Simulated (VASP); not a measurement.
Here is a VASP 6.6.1 calculation.

Contents of INCAR:

```
SYSTEM = ScCo
ALGO     = Normal         ! electronic algorithm
EDIFF    = 1E-6           ! SCF threshold, eV
ENCUT    = 520            ! plane-wave cutoff, eV
GGA      = CA             ! functional
ISIF     = 2              ! what is computed and relaxed
ISMEAR   = -1             ! smearing method
ISPIN    = 2              ! spin polarisation
LASPH    = .True.         ! aspherical terms in the spheres
LCHARG   = .False.        ! write CHGCAR
LMAXMIX  = 4              ! l up to which the mixer works
LORBIT   = 11             ! projections on sites
LREAL    = .False.        ! projectors in reciprocal space
LWAVE    = .False.        ! write WAVECAR
MAGMOM   = 0.3 0          ! initial moments
NBANDS   = 21             ! bands
NELM     = 150            ! most SCF steps
PREC     = Accurate       ! precision mode
SIGMA    = 0.1            ! smearing width, eV
```

KPOINTS

```
k-points
0
Gamma
  10 10 10
  0 0 0
```

Contents of POSCAR:

```
ScCo
1.0
    3.1450000000      0.0000000000      0.0000000000
    0.0000000000      3.1450000000      0.0000000000
    0.0000000000      0.0000000000      3.1450000000
Co Sc
1 1
Direct
    0.0000000000      0.0000000000      0.0000000000
    0.5000000000      0.5000000000      0.5000000000
```

Potentials or basis: VASP PAW LDA potentials, release 64 (Co, Sc_sv).

Launch:

```sh
$ cat potpaw_LDA.64/Co/POTCAR potpaw_LDA.64/Sc_sv/POTCAR > POTCAR
$ mpirun -np 1 vasp_std > vasp.out
```

**Question.** What does it give for the pressure?

**Answer.** -12.2 GPa.

**Question.** Predict the net moment.

**Answer.** 0.00 μB per cell.

**Question.** What does it give for the band gap on the k mesh?

**Answer.** Zero (filled and empty bands overlap).

Caveat: the cell stands under tension.
